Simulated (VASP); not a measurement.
# Pb (Fm-3m) in VASP: notebook

Aim: see how the results for Pb move with the level of theory and the settings. Levels: revPBE+D3(BJ), revPBE+D4. Tasks: single point.

All numbers are computed with VASP 6.6.1; they aren't measurements. Logs are shortened: lines on timing, memory, paths and dates and some standing lists are left out, and cuts for length are marked.

## (1) The cell of the first run

It takes space group Fm-3m (No. 225, cubic). The conventional cell has a = 4.928 Å, b = 4.928 Å, c = 4.928 Å, α = 90.00°, β = 90.00°, γ = 90.00°. Pb (site symmetry m-3m) has 12 Pb at 3.48 Å within 4.6 Å.

## (2) Single point, revPBE+D3(BJ)

The input, INCAR:

```
  PREC = Accurate
  ENCUT = 520
  EDIFF = 1E-6
  ISMEAR = -1
  SIGMA = 0.05
  LREAL = F
  LASPH = T
  NELM = 60
  ALGO = Normal
  ISIF = 2
  LWAVE = F
  LCHARG = T
  GGA = RE
  IVDW = 12
  LELF = T
  LVHAR = T
  NBANDS = 13
```

The input, KPOINTS:

```
regular mesh
0
Gamma
  9 9 9
```

The input, POSCAR:

```
Pb
1.0
    0.0000000000      2.4641046496      2.4641046496
    2.4641046496      0.0000000000      2.4641046496
    2.4641046496      2.4641046496      0.0000000000
Pb
1
Direct
    0.0000000000      0.0000000000      0.0000000000
```

Potentials or basis: VASP PAW PBE potentials, release 64 (Pb_d).

Launch:

```bash
$ cat potpaw_PBE.64/Pb_d/POTCAR > POTCAR
$ mpirun -np 1 vasp_std > vasp.out
```

OUTCAR:

```text
PREC = Accurate
   ENCUT = 520
   EDIFF = 1E-6
   ISMEAR = -1
   LREAL = F
   LASPH = T
   NELM = 60
   ISIF = 2
   GGA = RE
   IVDW = 12
 IVDW          = 12

 ion  position               nearest neighbor table
   1  0.000  0.000  0.000-

  LATTYP: Found a face centered cubic cell.
 ALAT       =     4.9282092992

  Lattice vectors:

 A1 = (   0.0000000000,   2.4641046496,   2.4641046496)
 A2 = (   2.4641046496,   0.0000000000,   2.4641046496)
 A3 = (   2.4641046496,   2.4641046496,   0.0000000000)

Analysis of symmetry for initial positions (statically):
=====================================================================
 Subroutine PRICEL returns:
 Original cell was already a primitive cell.

 Routine SETGRP: Setting up the symmetry group for a
 face centered cubic supercell.

 Subroutine GETGRP returns: Found 48 space group operations
 (whereof 48 operations were pure point group operations)
 out of a pool of 48 trial point group operations.

The static configuration has the point symmetry O_h .

Analysis of symmetry for dynamics (positions and initial velocities):
=====================================================================
 Subroutine PRICEL returns:
 Original cell was already a primitive cell.

 Routine SETGRP: Setting up the symmetry group for a
 face centered cubic supercell.

 Subroutine GETGRP returns: Found 48 space group operations
 (whereof 48 operations were pure point group operations)
 out of a pool of 48 trial point group operations.

The dynamic configuration has the point symmetry O_h .

 Subroutine INISYM returns: Found 48 space group operations
 (whereof 48 operations are pure point group operations),
 and found     1 'primitive' translations

----------------------------------------------------------------------------------------

                                     Primitive cell

  volume of cell :      29.9232

  direct lattice vectors                    reciprocal lattice vectors
     0.000000000  2.464104650  2.464104650    -0.202913460  0.202913460  0.202913460
     2.464104650  0.000000000  2.464104650     0.202913460 -0.202913460  0.202913460
     2.464104650  2.464104650  0.000000000     0.202913460  0.202913460 -0.202913460

  length of vectors
     3.484770215  3.484770215  3.484770215     0.351456422  0.351456422  0.351456422

  position of ions in fractional coordinates (direct lattice)
     0.000000000  0.000000000  0.000000000

  ion indices of the primitive-cell ions
   primitive index   ion index
                 1           1

----------------------------------------------------------------------------------------

 KPOINTS: regular mesh

Automatic generation of k-mesh.
 Grid dimensions read from file:
 generate k-points for:    9    9    9

 Generating k-lattice:

  Cartesian coordinates                     Fractional coordinates (reciprocal lattice)
    -0.022545940  0.022545940  0.022545940     0.111111111  0.000000000  0.000000000
     0.022545940 -0.022545940  0.022545940     0.000000000  0.111111111  0.000000000
     0.022545940  0.022545940 -0.022545940     0.000000000  0.000000000  0.111111111

  Length of vectors
     0.039050714  0.039050714  0.039050714

  Shift w.r.t. Gamma in fractional coordinates (k-lattice)
     0.000000000  0.000000000  0.000000000

 Subroutine IBZKPT returns following result:
 ===========================================

 Found     35 irreducible k-points:

 Following reciprocal coordinates:
            Coordinates               Weight
  0.000000  0.000000  0.000000      1.000000
  0.111111  0.000000  0.000000      8.000000
  0.222222  0.000000  0.000000      8.000000
  0.333333  0.000000  0.000000      8.000000
  0.444444  0.000000  0.000000      8.000000
  0.111111  0.111111  0.000000      6.000000
[... 16 lines left out ...]
 -0.333333  0.333333  0.000000     12.000000
  0.444444  0.444444  0.000000      6.000000
 [... further k-points ...]
   k-points           NKPTS =     35   k-points in BZ     NKDIM =     35   number of bands    NBANDS=     13
   number of dos      NEDOS =    301   number of ions     NIONS =      1
   total plane-waves  NPLWV =  21952
   dimension x,y,z NGX =    28 NGY =   28 NGZ =   28
   dimension x,y,z NGXF=    56 NGYF=   56 NGZF=   56
   ions per type =               1
   NGX,Y,Z   is equivalent  to a cutoff of  13.36, 13.36, 13.36 a.u.
   NGXF,Y,Z  is equivalent  to a cutoff of  26.72, 26.72, 26.72 a.u.
 SYSTEM =  unknown system
   PREC   = accura    normal or accurate (medium, high low for compatibility)
   ISTART =      0    job   : 0-new  1-cont  2-samecut
   ICHARG =      2    charge: 1-file 2-atom 10-const
   ISPIN  =      1    spin polarized calculation?
   LNONCOLLINEAR =      F non collinear calculations
   LSORBIT =      F    spin-orbit coupling
   LASPH  =      T    aspherical Exc in radial PAW
   ENCUT  =  520.0 eV  38.22 Ry    6.18 a.u.   6.48  6.48  6.48*2*pi/ulx,y,z
   NELM   =     60;   NELMIN=  2; NELMDL= -5     # of ELM steps
   EDIFF  = 0.1E-05   stopping-criterion for ELM
   LREAL  =      F    real-space projection
   EDIFFG = 0.1E-04   stopping-criterion for IOM
   NSW    =      0    number of steps for IOM
   IBRION =     -1    ionic relax: 0-MD 1-quasi-New 2-CG
   NFREE  =      0    steps in history (QN), initial steepest desc. (CG)
   ISIF   =      2    stress and relaxation
   ISYM   =      2    0-nonsym 1-usesym 2-fastsym
   POTIM  = 0.5000    time-step for ionic-motion
   TEBEG  =    0.0;   TEEND  =   0.0 temperature during run
   PSTRESS=    0.0 pullay stress
   NELECT =      14.0000    total number of electrons
   NUPDOWN=      -1.0000    fix difference up-down
   EMIN   =  10.00;   EMAX   =-10.00  energy-range for DOS
   EFERMI =   0.00;   METHOD = LEGACY
   ISMEAR =    -1;   SIGMA  =   0.05  broadening in eV -4-tet -1-fermi 0-gaus
   EFERMI_NEDOS =   21; number of points for ismear=-14 and -15
   IALGO  =     38    algorithm
   IMIX   =      4    mixing-type and parameters
     AMIX     =   0.40;   BMIX     =  1.00
     AMIX_MAG =   1.60;   BMIX_MAG =  1.00
  volume/ion in A,a.u.               =      29.92       201.93
  Fermi-wavevector in a.u.,A,eV,Ry     =   1.270911  2.401673 21.976320  1.615214
  Thomas-Fermi vector in A             =   2.403872
   LORBIT       =      0    0 simple, 1 ext, 2 COOP (PROOUT), +10 PAW based schemes
   GGA     = RE    functional components
   LHFCALC =     F    Hartree Fock is set to
   AEXX    =    0.0000 exact exchange contribution
   IVDW    =    12    specifies the selected vdW correction
   LEPSILON=     F    determine dielectric tensor
   LRPA    =     F    only Hartree local field effects (RPA)
 non-spin polarized calculation
  energy-cutoff  :      520.00
  volume of cell :       29.92
 maximum number of plane-waves:       821
 NGX is ok and might be reduce to    28
   NGX = 13   NGY = 13   NGZ = 13

 number of electron      13.9999999 magnetization

 Free energy of the ion-electron system (eV)
  ---------------------------------------------------
  ext. energy  EPLUGINS =         0.00000000
  ---------------------------------------------------
  free energy    TOTEN  =        -3.22705220 eV

  energy without entropy =       -3.22399322  energy(sigma->0) =       -3.22552271

 E-fermi :   7.3758     XC(G=0): -10.1794

 val. band max:        7.1531182844   @ k =  -0.3333   0.3333   0.1111
 cond. band min:       7.3794156383   @ k =  -0.2222   0.3333   0.1111
 fundamental gap:      0.2262973540
 Fermi energy:         7.3758316672

 k-point     1 :       0.0000    0.0000    0.0000
  band No.  band energies     occupation
      1      -9.6108      2.00000
      2      -9.6108      2.00000
      3      -9.6108      2.00000
      4      -9.4661      2.00000
      5      -9.4661      2.00000
      6      -4.3170      2.00000
      7      15.0658      0.00000
      8      15.0658      0.00000
      9      15.0658      0.00000
     10      17.2668      0.00000
     11      19.0044      0.00000
     12      20.0944      0.00000
     13      20.0944      0.00000

 k-point     2 :       0.1111    0.0000    0.0000
  band No.  band energies     occupation
      1      -9.6115      2.00000
      2      -9.5938      2.00000
      3      -9.5938      2.00000
      4      -9.4662      2.00000
      5      -9.4662      2.00000
      6      -4.0757      2.00000
      7      12.6554      0.00000
      8      14.7782      0.00000
      9      14.7782      0.00000
     10      16.8995      0.00000
     11      19.9531      0.00000
     12      20.6087      0.00000
     13      20.6087      0.00000

 k-point     3 :       0.2222    0.0000    0.0000
  band No.  band energies     occupation
      1      -9.6173      2.00000
      2      -9.5738      2.00000
      3      -9.5738      2.00000
      4      -9.4428      2.00000
      5      -9.4428      2.00000
      6      -3.3528      2.00000
      7       9.1410      0.00000
      8      14.1683      0.00000
      9      14.1683      0.00000
     10      16.5775      0.00000
     11      19.4262      0.00000
     12      20.2113      0.00000
     13      20.2113      0.00000
[... 305 lines left out ...]
 k-point    23 :      -0.3333    0.3333    0.0000
  band No.  band energies     occupation
      1      -9.6685      2.00000
      2      -9.5056      2.00000
      3      -9.4568      2.00000
      4      -9.4334      2.00000
      5      -9.3665      2.00000
      6       0.3713      2.00000
      7       5.6826      2.00000
      8       5.9511      2.00000
      9      11.2353      0.00000
     10      14.4562      0.00000
     11      21.3595      0.00000
     12      22.9822      0.00000
     13      22.9876      0.00000

 k-point    24 :       0.4444    0.4444    0.0000
  band No.  band energies     occupation
      1      -9.7752      2.00000
      2      -9.6813      2.00000
      3      -9.3425      2.00000
      4      -9.3021      2.00000
      5      -9.3021      2.00000
      6       0.3747      2.00000
      7       4.7810      2.00000
      8       9.6992      0.00000
      9       9.6992      0.00000
     10      13.0169      0.00000
     11      14.2335      0.00000
     12      25.8519      0.00000
     13      27.6251      0.00000

 [... further k-points ...]

------------------------ aborting loop because EDIFF is reached ----------------------------------------

 Edisp (eV)   -0.74493

 E8    (eV) :    -0.5550

  FORCE on cell =-STRESS in cart. coord.  units (eV):
  Direction    XX          YY          ZZ          XY          YZ          ZX
  --------------------------------------------------------------------------------------
  -------------------------------------------------------------------------------------
  Total      -0.00466    -0.00466    -0.00466     0.00000    -0.00000     0.00000
  in kB      -0.24929    -0.24929    -0.24929     0.00000    -0.00000     0.00000
  external pressure =       -0.25 kB  Pullay stress =        0.00 kB

 VOLUME and BASIS-vectors are now :
 -----------------------------------------------------------------------------
  energy-cutoff  :      520.00
  volume of cell :       29.92
      direct lattice vectors                 reciprocal lattice vectors
     0.000000000  2.464104650  2.464104650    -0.202913460  0.202913460  0.202913460
     2.464104650  0.000000000  2.464104650     0.202913460 -0.202913460  0.202913460
     2.464104650  2.464104650  0.000000000     0.202913460  0.202913460 -0.202913460

 POSITION                                       TOTAL-FORCE (eV/Angst)
 -----------------------------------------------------------------------------------
      0.00000      0.00000      0.00000        -0.000000      0.000000     -0.000000
 -----------------------------------------------------------------------------------
    total drift:                               -0.000000     -0.000000     -0.000000

  FREE ENERGIE OF THE ION-ELECTRON SYSTEM (eV)
  ---------------------------------------------------
  free  energy   TOTEN  =        -3.9719841668 eV

  energy  without entropy=       -3.9689251877  energy(sigma->0) =       -3.97045468
```

It took 13 s on 1 thread of Intel Xeon Platinum 8259CL at 2.50GHz (Skylake/Cascade Lake), shared host; peak memory 0.17 GiB.

Results:

```yaml
Free_energy: -3.9720 eV
Pressure: 0.0 GPa
Band_gap_on_the_k_mesh: zero (bands 7 and 8 overlap by 9.11 eV)
Dispersion_energy_per_atom: -0.745 eV
```

Caveat: the PAW data sets were made with another functional, which shifts forces and pressure a little; spin-orbit coupling is left out, which moves the levels of the heavy elements.

## (3) Single point, revPBE+D4

This run uses another cell than the first one, of 30.55 Å³/atom.

The input, INCAR:

```
SYSTEM = Pb
  ALGO = Normal
  EDIFF = 1E-6
  ENCUT = 520
  GGA = RE
  ISIF = 2
  ISMEAR = -1
  IVDW = 13
  LASPH = .TRUE.
  LCHARG = .FALSE.
  LREAL = .FALSE.
  LWAVE = .FALSE.
  NBANDS = 13
  NELM = 60
  PREC = Accurate
  SIGMA = 0.05
```

The input, KPOINTS:

```
k-points
0
G
  9 9 9
  0 0 0
```

The input, POSCAR:

```
Pb
1.0
    0.0000000000      2.4812974199      2.4812974199
    2.4812974199      0.0000000000      2.4812974199
    2.4812974199      2.4812974199      0.0000000000
Pb
1
Direct
    0.0000000000      0.0000000000      0.0000000000
```

Potentials or basis: VASP PAW PBE potentials, release 64 (Pb_d).

Launch:

```bash
$ cat potpaw_PBE.64/Pb_d/POTCAR > POTCAR
$ mpirun -np 1 vasp_std > vasp.out
```

It took 12 s on 1 thread of Intel Xeon Platinum 8259CL at 2.50GHz (Skylake/Cascade Lake), shared host; peak memory 0.16 GiB.

The run converged. Its results:

- Free energy: -3.8341 eV
- Pressure: -0.1 GPa
- Band gap on the k mesh: zero (bands 7 and 8 overlap by 8.91 eV)
- Dispersion energy per atom: -0.593 eV

Levels at points of the mesh, in eV from the Fermi level:
```csv
k point,band 4,band 5,band 6,band 7,band 8,band 9,band 10,band 11
"(0.00, 0.00, 0.00)",-16.85,-16.85,-11.56,7.51,7.51,7.51,9.87,11.35
```

Caveat: the PAW data sets were made with another functional, which shifts forces and pressure a little; spin-orbit coupling is left out, which moves the levels of the heavy elements.
